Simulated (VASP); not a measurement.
Set up this calculation in VASP 6.6.1, as the native input.

- Task: relaxation of cell and atoms
- Functional: PBE
- Potentials or basis: VASP PAW PBE potentials, release 64 (Cd, Te, S)
- Cutoff: 600 eV
- k mesh: 4 × 4 × 4
- Occupations: gaussian, width 0.1 eV
- Spin: no spin polarisation
- Dipole correction: no
- Further INCAR settings: ALGO = Normal; EDIFF = 1e-07; IBRION = 2; EDIFFG = -0.04; NSW = 90; ISIF = 3

The structure of Cd3Te2S lies in POSCAR:

```
Cd3Te2S
1.0
    4.4024840700      0.0000000000      0.0000000000
    0.0000000000      4.4024840700      0.0000000000
    0.0000000000      0.0000000000      7.3232504600
Cd Te S
3 2 1
Direct
    0.0000000000      0.0000000000      0.0000000000
    0.5000000000      0.0000000000      0.6756250300
    0.0000000000      0.5000000000      0.3243749700
    0.5000000000      0.0000000000      0.2671410100
    0.0000000000      0.5000000000      0.7328589900
    0.5000000000      0.5000000000      0.0000000000
```

The cell was generated, and may not be a known phase.

The input as run:

INCAR

```
PREC = Accurate
ENCUT = 600
EDIFF = 1E-7
ISMEAR = 0
SIGMA = 0.1
LREAL = F
LASPH = T
NELM = 100
ALGO = Normal
ISIF = 3
LWAVE = F
LCHARG = F
GGA = PE
IBRION = 2
NSW = 90
EDIFFG = -0.04
```

KPOINTS

```
regular mesh
0
Gamma
  4 4 4
```

Potentials or basis: VASP PAW PBE potentials, release 64 (Cd, Te, S).

Command:

```console
$ cat potpaw_PBE.64/Cd/POTCAR potpaw_PBE.64/Te/POTCAR potpaw_PBE.64/S/POTCAR > POTCAR
$ mpirun -np 1 vasp_std > vasp.out
```

It gave:

* Relaxed volume: 28.78 Å³/atom
* Relaxed cell: a = 3.968 Å, b = 3.968 Å, c = 10.968 Å, α = 90.00°, β = 90.00°, γ = 90.00°
* Space group after relaxing (to 0.1 Å): P-4m2 (No. 115)
* Energy gained by relaxing: 376.2 meV/atom
* Ionic steps: 43
* Pressure after relaxing: -0.1 GPa
* Largest force after relaxing: 0.027 eV/Å
* Band gap on the k mesh: zero (bands 27 and 28 overlap by 0.75 eV)

Caveat: the volume moved by over 15 % at a fixed basis, so the end points are rough; semilocal functionals underestimate gaps, and a narrow one can read as zero; spin-orbit coupling is left out, which moves the levels of the heavy elements.

Wall time 21 min on 1 thread of Intel(R) Xeon(R) 6975P-C (Granite Rapids) (shared host), peak memory 0.34 GiB.
